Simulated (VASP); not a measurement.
# ZnSe2 (Pbca) in VASP: single point with r2SCAN

Aim: the single point of ZnSe2 with r2SCAN.

All numbers are computed with VASP 6.6.1; they aren't measurements. Logs are shortened: lines on timing, memory, paths and dates and some standing lists are left out, and cuts for length are marked.

### 1 The cell of the first run

The structure is orthorhombic, space group Pbca (No. 61). The conventional cell has a = 6.118 Å, b = 6.118 Å, c = 6.551 Å, α = 90.00°, β = 90.00°, γ = 90.00°. Zn (site symmetry -1) has 6 Se at 2.57 to 2.74 Å within 3.4 Å. Se (site symmetry 1) has 1 Se at 2.36 Å and 3 Zn at 2.57 to 2.74 Å within 3.1 Å.

### 2 Single point, r2SCAN (biaxial strain in the a-b plane: -3.0 %, then relaxed in part)

Contents of POSCAR:

```
ZnSe2
1.0
    6.1177647018      0.0000000000      0.0000000000
    0.0000000000      6.1177647018      0.0000000000
    0.0000000000      0.0000000000      6.5508764596
Zn Se
4 8
Direct
    0.5000000000      0.5000000000      0.0000000000
    0.5000000000      0.0000000000      0.5000000000
    0.0000000000      0.5000000000      0.5000000000
    0.0000000000      0.0000000000      0.0000000000
    0.1086353220      0.8896599257      0.3927761030
    0.8913646780      0.3896599257      0.1072238970
    0.3913646780      0.1103400743      0.8927761030
    0.6086353220      0.6103400743      0.6072238970
    0.8913646780      0.1103400743      0.6072238970
    0.1086353220      0.6103400743      0.8927761030
    0.6086353220      0.8896599257      0.1072238970
    0.3913646780      0.3896599257      0.3927761030
```

Contents of INCAR.step1:

```
PREC = Accurate
ENCUT = 520
ISMEAR = 0
SIGMA = 0.02
LREAL = False
LASPH = True
NELM = 100
NBANDS = 60
GGA = PE
ALGO = Normal
EDIFF = 1E-4
LWAVE = True
LCHARG = False
```

Contents of INCAR.step2:

```
PREC = Accurate
ENCUT = 520
EDIFF = 1E-6
ISMEAR = 0
SIGMA = 0.02
LREAL = False
LASPH = True
NELM = 100
ALGO = Normal
ISIF = 2
LWAVE = False
LCHARG = False
METAGGA = R2SCAN
LMIXTAU = True
NBANDS = 60
ISTART = 1
```

Contents of KPOINTS:

```
regular mesh
0
Gamma
  4 4 4
```

Potentials or basis: VASP PAW PBE potentials, release 64 (Zn, Se).

Command:

```sh
$ cat potpaw_PBE.64/Zn/POTCAR potpaw_PBE.64/Se/POTCAR > POTCAR
$ cp INCAR.step1 INCAR
$ mpirun -np 1 vasp_std > vasp.out
$ cp INCAR.step2 INCAR
$ mpirun -np 1 vasp_std > vasp.out
```

OUTCAR:

```text
PREC = Accurate
   ENCUT = 520
   EDIFF = 1E-6
   ISMEAR = 0
   LREAL = False
   LASPH = True
   NELM = 100
   ISIF = 2
   METAGGA = R2SCAN
   ISTART = 1

 ion  position               nearest neighbor table
   1  0.500  0.500  0.000-   7 2.57  11 2.57  10 2.58   6 2.58   8 2.74  12 2.74
   2  0.500  0.000  0.500-   8 2.57  12 2.57   9 2.58   5 2.58  11 2.74   7 2.74
   3  0.000  0.500  0.500-   5 2.57   9 2.57   8 2.58  12 2.58  10 2.74   6 2.74
   4  0.000  0.000  0.000-   6 2.57  10 2.57   7 2.58  11 2.58   5 2.74   9 2.74
   5  0.109  0.890  0.393-   9 2.36   3 2.57   2 2.58   4 2.74
   6  0.891  0.390  0.107-  10 2.36   4 2.57   1 2.58   3 2.74
   7  0.391  0.110  0.893-  11 2.36   1 2.57   4 2.58   2 2.74
   8  0.609  0.610  0.607-  12 2.36   2 2.57   3 2.58   1 2.74
   9  0.891  0.110  0.607-   5 2.36   3 2.57   2 2.58   4 2.74
  10  0.109  0.610  0.893-   6 2.36   4 2.57   1 2.58   3 2.74
  11  0.609  0.890  0.107-   7 2.36   1 2.57   4 2.58   2 2.74
  12  0.391  0.390  0.393-   8 2.36   2 2.57   3 2.58   1 2.74

  LATTYP: Found a simple tetragonal cell.
 ALAT       =     6.1177647018
 C/A-ratio  =     1.0707957528

  Lattice vectors:

 A1 = (   6.1177647018,   0.0000000000,   0.0000000000)
 A2 = (   0.0000000000,   6.1177647018,   0.0000000000)
 A3 = (   0.0000000000,   0.0000000000,   6.5508764596)

Analysis of symmetry for initial positions (statically):
=====================================================================
 Subroutine PRICEL returns:
 Original cell was already a primitive cell.

 Routine SETGRP: Setting up the symmetry group for a
 simple tetragonal supercell.

 Subroutine GETGRP returns: Found  8 space group operations
 (whereof  2 operations were pure point group operations)
 out of a pool of 16 trial point group operations.

The static configuration has the point symmetry S_2 .
 The point group associated with its full space group is D_2h.

Analysis of symmetry for dynamics (positions and initial velocities):
=====================================================================
 Subroutine PRICEL returns:
 Original cell was already a primitive cell.

 Routine SETGRP: Setting up the symmetry group for a
 simple tetragonal supercell.

 Subroutine GETGRP returns: Found  8 space group operations
 (whereof  2 operations were pure point group operations)
 out of a pool of 16 trial point group operations.

The dynamic configuration has the point symmetry S_2 .
 The point group associated with its full space group is D_2h.

 Subroutine INISYM returns: Found  8 space group operations
 (whereof  2 operations are pure point group operations),
 and found     1 'primitive' translations

----------------------------------------------------------------------------------------

                                     Primitive cell

  volume of cell :     245.1799

  direct lattice vectors                    reciprocal lattice vectors
     6.117764702  0.000000000  0.000000000     0.163458395  0.000000000  0.000000000
     0.000000000  6.117764702  0.000000000     0.000000000  0.163458395  0.000000000
     0.000000000  0.000000000  6.550876460     0.000000000  0.000000000  0.152651329

  length of vectors
     6.117764702  6.117764702  6.550876460     0.163458395  0.163458395  0.152651329

  position of ions in fractional coordinates (direct lattice)
     0.500000000  0.500000000  0.000000000
     0.500000000  0.000000000  0.500000000
     0.000000000  0.500000000  0.500000000
     0.000000000  0.000000000  0.000000000
     0.108635322  0.889659926  0.392776103
     0.891364678  0.389659926  0.107223897
     0.391364678  0.110340074  0.892776103
     0.608635322  0.610340074  0.607223897
     0.891364678  0.110340074  0.607223897
     0.108635322  0.610340074  0.892776103
     0.608635322  0.889659926  0.107223897
     0.391364678  0.389659926  0.392776103

  ion indices of the primitive-cell ions
   primitive index   ion index
                 1           1
                 2           2
                 3           3
                 4           4
                 5           5
                 6           6
                 7           7
                 8           8
                 9           9
                10          10
                11          11
                12          12

----------------------------------------------------------------------------------------

 KPOINTS: regular mesh

Automatic generation of k-mesh.
 Grid dimensions read from file:
 generate k-points for:    4    4    4

 Generating k-lattice:

  Cartesian coordinates                     Fractional coordinates (reciprocal lattice)
     0.040864599  0.000000000  0.000000000     0.250000000  0.000000000  0.000000000
     0.000000000  0.040864599  0.000000000     0.000000000  0.250000000  0.000000000
     0.000000000  0.000000000  0.038162832     0.000000000  0.000000000  0.250000000

  Length of vectors
     0.040864599  0.040864599  0.038162832

  Shift w.r.t. Gamma in fractional coordinates (k-lattice)
     0.000000000  0.000000000  0.000000000

 Subroutine IBZKPT returns following result:
 ===========================================

 Found     27 irreducible k-points:

 Following reciprocal coordinates:
            Coordinates               Weight
  0.000000  0.000000  0.000000      1.000000
  0.250000  0.000000  0.000000      2.000000
  0.000000  0.250000  0.000000      2.000000
  0.500000  0.000000  0.000000      1.000000
  0.000000  0.500000  0.000000      1.000000
  0.250000  0.250000  0.000000      4.000000
[... 16 lines left out ...]
  0.000000  0.500000  0.500000      1.000000
  0.250000  0.250000  0.500000      4.000000
 [... further k-points ...]
   k-points           NKPTS =     27   k-points in BZ     NKDIM =     27   number of bands    NBANDS=     60
   number of dos      NEDOS =    301   number of ions     NIONS =     12
   total plane-waves  NPLWV = 115200
   dimension x,y,z NGX =    48 NGY =   48 NGZ =   50
   dimension x,y,z NGXF=    96 NGYF=   96 NGZF=  100
   ions per type =               4   8
   NGX,Y,Z   is equivalent  to a cutoff of  13.04, 13.04, 12.69 a.u.
   NGXF,Y,Z  is equivalent  to a cutoff of  26.09, 26.09, 25.38 a.u.
 SYSTEM =  unknown system
   PREC   = accura    normal or accurate (medium, high low for compatibility)
   ISTART =      1    job   : 0-new  1-cont  2-samecut
   ICHARG =      0    charge: 1-file 2-atom 10-const
   ISPIN  =      1    spin polarized calculation?
   LNONCOLLINEAR =      F non collinear calculations
   LSORBIT =      F    spin-orbit coupling
   LASPH  =      T    aspherical Exc in radial PAW
   ENCUT  =  520.0 eV  38.22 Ry    6.18 a.u.  11.37 11.37 12.18*2*pi/ulx,y,z
   NELM   =    100;   NELMIN=  2; NELMDL=  0     # of ELM steps
   EDIFF  = 0.1E-05   stopping-criterion for ELM
   LREAL  =      F    real-space projection
   EDIFFG = 0.1E-04   stopping-criterion for IOM
   NSW    =      0    number of steps for IOM
   IBRION =     -1    ionic relax: 0-MD 1-quasi-New 2-CG
   NFREE  =      0    steps in history (QN), initial steepest desc. (CG)
   ISIF   =      2    stress and relaxation
   ISYM   =      2    0-nonsym 1-usesym 2-fastsym
   POTIM  = 0.5000    time-step for ionic-motion
   TEBEG  =    0.0;   TEEND  =   0.0 temperature during run
   PSTRESS=    0.0 pullay stress
   NELECT =      96.0000    total number of electrons
   NUPDOWN=      -1.0000    fix difference up-down
   EMIN   =  10.00;   EMAX   =-10.00  energy-range for DOS
   EFERMI =   0.00;   METHOD = LEGACY
   ISMEAR =     0;   SIGMA  =   0.02  broadening in eV -4-tet -1-fermi 0-gaus
   EFERMI_NEDOS =   21; number of points for ismear=-14 and -15
   IALGO  =     38    algorithm
   IMIX   =      4    mixing-type and parameters
     AMIX     =   0.40;   BMIX     =  1.00
     AMIX_MAG =   1.60;   BMIX_MAG =  1.00
  volume/ion in A,a.u.               =      20.43       137.88
  Fermi-wavevector in a.u.,A,eV,Ry     =   1.197669  2.263267 19.516357  1.434412
  Thomas-Fermi vector in A             =   2.333578
   LORBIT       =      0    0 simple, 1 ext, 2 COOP (PROOUT), +10 PAW based schemes
   METAGGA = R2SCAN    functional components
   LHFCALC =     F    Hartree Fock is set to
   AEXX    =    0.0000 exact exchange contribution
   IVDW    =     0    specifies the selected vdW correction
   LEPSILON=     F    determine dielectric tensor
   LRPA    =     F    only Hartree local field effects (RPA)
 non-spin polarized calculation
 Gauss-broadening in eV      SIGMA  =   0.02
  energy-cutoff  :      520.00
  volume of cell :      245.18
 maximum number of plane-waves:      6648
 NGX is ok and might be reduce to    48
   NGX = 23   NGY = 23   NGZ = 25

 number of electron      95.9999946 magnetization

 Free energy of the ion-electron system (eV)
  ---------------------------------------------------
  ext. energy  EPLUGINS =         0.00000000
  ---------------------------------------------------
  free energy    TOTEN  =      -155.11056594 eV

  energy without entropy =     -155.11056594  energy(sigma->0) =     -155.11056594

 E-fermi :   4.1551     XC(G=0): -10.6786

 val. band max:        4.0173911053   @ k =   0.0000   0.0000   0.0000
 cond. band min:       4.9710100911   @ k =   0.2500   0.2500   0.2500
 fundamental gap:      0.9536189858
 Fermi energy:         4.1550718219

 k-point     1 :       0.0000    0.0000    0.0000
  band No.  band energies     occupation
      1     -12.3877      2.00000
      2     -11.3731      2.00000
      3     -11.1849      2.00000
      4     -11.1719      2.00000
      5      -8.9381      2.00000
      6      -8.7512      2.00000
[... 52 lines left out ...]
     59       9.5788      0.00000
     60      10.0571      0.00000

 k-point     2 :       0.2500    0.0000    0.0000
  band No.  band energies     occupation
      1     -12.2395      2.00000
      2     -11.3882      2.00000
      3     -11.3270      2.00000
      4     -11.1903      2.00000
      5      -8.8747      2.00000
      6      -8.7363      2.00000
[... 52 lines left out ...]
     59       9.4572      0.00000
     60       9.7685      0.00000

 k-point     3 :       0.0000    0.2500    0.0000
  band No.  band energies     occupation
      1     -12.2391      2.00000
      2     -11.3947      2.00000
      3     -11.3206      2.00000
      4     -11.1760      2.00000
      5      -8.9052      2.00000
      6      -8.7787      2.00000
[... 1312 lines left out ...]
     59       9.5636      0.00000
     60       9.5636      0.00000

 k-point    24 :       0.2500    0.2500    0.5000
  band No.  band energies     occupation
      1     -11.7284      2.00000
      2     -11.7284      2.00000
      3     -11.3188      2.00000
      4     -11.3188      2.00000
      5      -8.8480      2.00000
      6      -8.8480      2.00000
[... 52 lines left out ...]
     59       9.7688      0.00000
     60       9.7688      0.00000

 [... further k-points ...]

------------------------ aborting loop because EDIFF is reached ----------------------------------------

  FORCE on cell =-STRESS in cart. coord.  units (eV):
  Direction    XX          YY          ZZ          XY          YZ          ZX
  --------------------------------------------------------------------------------------
  -------------------------------------------------------------------------------------
  Total        4.9527664      4.9184702      0.0140340     -0.0000000      0.0000000      0.0000000
  in kB       32.3648414     32.1407255      0.0917080     -0.0000000      0.0000000      0.0000000
  external PRESSURE =      21.5324250 kB  Pullay stress =       0.0000000 kB

 VOLUME and BASIS-vectors are now :
 -----------------------------------------------------------------------------
  energy-cutoff  :      520.00
  volume of cell :      245.18
      direct lattice vectors                 reciprocal lattice vectors
     6.117764702  0.000000000  0.000000000     0.163458395  0.000000000  0.000000000
     0.000000000  6.117764702  0.000000000     0.000000000  0.163458395  0.000000000
     0.000000000  0.000000000  6.550876460     0.000000000  0.000000000  0.152651329

 POSITION                                       TOTAL-FORCE (eV/Angst)
 -----------------------------------------------------------------------------------
      3.05888      3.05888      0.00000         0.000000      0.000000      0.000000
      3.05888      0.00000      3.27544         0.000000      0.000000      0.000000
      0.00000      3.05888      3.27544         0.000000      0.000000      0.000000
      0.00000      0.00000      0.00000         0.000000      0.000000      0.000000
      0.66461      5.44273      2.57303        -0.002185      0.002214     -0.002080
      5.45316      2.38385      0.70241         0.002185      0.002214      0.002080
      2.39428      0.67503      5.84847         0.002185     -0.002214     -0.002080
      3.72349      3.73392      3.97785        -0.002185     -0.002214      0.002080
      5.45316      0.67503      3.97785         0.002185     -0.002214      0.002080
      0.66461      3.73392      5.84847        -0.002185     -0.002214     -0.002080
      3.72349      5.44273      0.70241        -0.002185      0.002214      0.002080
      2.39428      2.38385      2.57303         0.002185      0.002214     -0.002080
 -----------------------------------------------------------------------------------
    total drift:                                0.000000      0.000000     -0.000000

  FREE ENERGIE OF THE ION-ELECTRON SYSTEM (eV)
  ---------------------------------------------------
  free  energy   TOTEN  =      -155.1105659351 eV

  energy  without entropy=     -155.1105659351  energy(sigma->0) =     -155.11056594
```

It took 45 min on 1 thread of Intel Xeon 8259CL, shared host; peak memory 0.55 GiB.

What came out:

```
Free energy            : -155.1106 eV
Pressure               : 2.2 GPa
Largest force          : 0.004 eV/Å
Band gap on the k mesh : 0.95 eV (least direct gap 1.06 eV)
```

Forces in eV/Å, atoms in the order of the input:
```
Zn   0.000  0.000  0.000
Zn   0.000  0.000  0.000
Zn   0.000  0.000  0.000
Zn   0.000  0.000  0.000
Se  -0.002  0.002 -0.002
Se   0.002  0.002  0.002
Se   0.002 -0.002 -0.002
Se  -0.002 -0.002  0.002
Se   0.002 -0.002  0.002
Se  -0.002 -0.002 -0.002
Se  -0.002  0.002  0.002
Se   0.002  0.002 -0.002
```

Levels at points of the mesh, in eV from the valence-band top:
```csv
k point,band 44,band 45,band 46,band 47,band 48,band 49,band 50,band 51,band 52,band 53
"(0.00, 0.00, 0.00)",-1.00,-0.99,-0.98,-0.60,0.00,1.06,1.95,2.26,2.27,2.37
"(0.50, 0.00, 0.00)",-2.30,-1.59,-1.59,-0.51,-0.51,1.42,1.42,1.51,1.51,3.51
"(0.00, 0.50, 0.00)",-2.34,-1.47,-1.47,-0.44,-0.44,1.40,1.40,1.52,1.52,2.97
"(0.50, 0.50, 0.00)",-2.06,-1.72,-1.72,-1.72,-1.72,1.45,1.45,1.45,1.45,2.88
"(0.00, 0.00, 0.50)",-2.32,-2.03,-2.03,-0.32,-0.32,1.33,1.33,1.39,1.39,3.53
"(0.50, 0.00, 0.50)",-2.17,-1.69,-1.69,-1.69,-1.69,1.36,1.36,1.36,1.36,3.15
"(0.00, 0.50, 0.50)",-2.15,-1.69,-1.69,-1.69,-1.69,1.30,1.30,1.30,1.30,3.07
"(0.50, 0.50, 0.50)",-2.45,-2.26,-2.26,-2.26,-2.26,1.43,1.43,1.43,1.43,3.00
```

Caveat: the cell differs from its parent crystal (biaxial strain in the a-b plane: -3.0 %, then relaxed in part); the PAW data sets were made with another functional, which shifts forces and pressure a little. A k mesh can miss the band edges.
